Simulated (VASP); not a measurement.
Rb2H3: single point with PBE

Crystal: Rb2H3.

```
Rb H
1.0
     2.47347    1.42806    4.71989
    -2.47347    1.42806    4.71989
     0.00000   -2.85611    4.71989
Rb H
2 3
Direct
  0.29262 0.29262 0.29262
  0.70738 0.70738 0.70738
  0.42533 0.42533 0.42533
  0.57467 0.57467 0.57467
  0.50000 0.50000 0.50000
```

```
Program             : VASP 6.6.1
Task                : single point
Functional          : PBE
Potentials or basis : VASP PAW PBE potentials, release 64 (Rb_sv, H)
Cutoff              : 520 eV
k mesh              : 6 × 6 × 6
Occupations         : gaussian, width 0.1 eV
Spin                : no spin polarisation
```

* Pressure: 11.3 GPa
* Largest force: 4.717 eV/Å

Forces on the atoms (eV/Å):
```
Rb   0.000  0.000 -4.717
Rb   0.000  0.000  4.717
H    0.000  0.000  3.290
H    0.000  0.000 -3.290
H    0.000  0.000  0.000
```

Stress tensor (GPa, compression positive):
```
 5.36  0.00  0.00
 0.00  5.36  0.00
 0.00  0.00 23.07
```

Levels at points of the mesh, in eV from the Fermi level:
```csv
k point,band 8,band 9,band 10,band 11,band 12,band 13
"(0.00, 0.00, 0.00)",-12.52,-8.11,-2.34,-0.49,1.41,1.41
"(0.50, 0.00, 0.00)",-12.34,-7.75,-2.40,-0.07,1.88,1.91
"(0.50, 0.50, 0.00)",-12.30,-7.52,-2.45,0.27,0.38,3.16
"(0.50, 0.50, 0.50)",-12.55,-7.30,-2.70,0.50,1.45,2.40
```

Run time: 46 s on 1 thread of Intel(R) Xeon(R) 6975P-C (Granite Rapids), with other jobs on the host, peak memory 0.26 GiB.

Caveat: forces of over 1 eV/Å act on the atoms, so gaps and moduli don't describe the material at rest.
